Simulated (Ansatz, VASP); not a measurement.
# Cd2TeO: VASP beside Ansatz

The input INCAR:

```
SYSTEM = Cd2TeO
  PREC = Accurate
  ENCUT = 520
  EDIFF = 1E-6
  ISMEAR = -1
  SIGMA = 0.02
  LREAL = .FALSE.
  LASPH = .TRUE.
  NELM = 60
  ALGO = Normal
  ISIF = 2
  LWAVE = .FALSE.
  LCHARG = .TRUE.
  GGA = PE
  LELF = .TRUE.
  LVHAR = .TRUE.
  NBANDS = 26
```

KPOINTS

```
Automatic mesh
0
G
  6 6 4
  0 0 0
```

File POSCAR:

```
Cd2TeO
1.0
    4.2881061144      0.0000000000      0.0000000000
    0.0000000000      4.2881061144      0.0000000000
    0.0000000000      0.0000000000      5.7380502930
O Cd Te
1 2 1
Direct
    0.0000000000      0.0000000000      0.0000000000
    0.0000000000      0.5000000000      0.8307984124
    0.5000000000      0.0000000000      0.1692015876
    0.5000000000      0.5000000000      0.5000000000
```

Input for Ansatz:

```yaml
crystal:
  lattice:
    - [4.2881061144, 0.0, 0.0]
    - [0.0, 4.2881061144, 0.0]
    - [0.0, 0.0, 5.738050293]
  atoms:
    - { symbol: O, position: [0.0, 0.0, 0.0] }
    - { symbol: Cd, position: [0.0, 0.5, 0.8307984124] }
    - { symbol: Te, position: [0.5, 0.5, 0.5] }
    - { symbol: Cd, position: [0.5, 0.0, 0.1692015876] }
kpoints:
  mp_grid: { grid: [6, 6, 4] }
hamiltonian:
  xc: pbe
scf:
  occupations: { method: fermi_dirac, width: 0.02 }
  n_extra_bands: 5
output:
  forces: true
  stress: true
  eigenvalues: true
```

Alike in both runs: task single point; functional PBE; k mesh 6 × 6 × 4; occupations fermi-dirac, width 0.02 eV; no spin polarisation.

|  | VASP | Ansatz |
| --- | --- | --- |
| version | VASP 6.6.1 | Ansatz 0.2.0 |
| potentials or method | VASP PAW PBE potentials, release 64 (O, Cd, Te) | plane waves, PAW |
| plane-wave cutoff (eV) | 520 | 420 |
| valence electrons in the cell | 36 | 62 |

Ansatz gave:

* pressure (GPa): -2.8
* rms of the force components (eV/Å): 0.033

Q: What did VASP give for the same quantities?

A: Pressure (GPa): -2.6; rms of the force components (eV/Å): 0.043.

VASP's potentials hold 36 valence electrons a cell and Ansatz's 62, so a difference there can come from the potentials and not from the codes.

Neither program's run includes spin-orbit coupling.
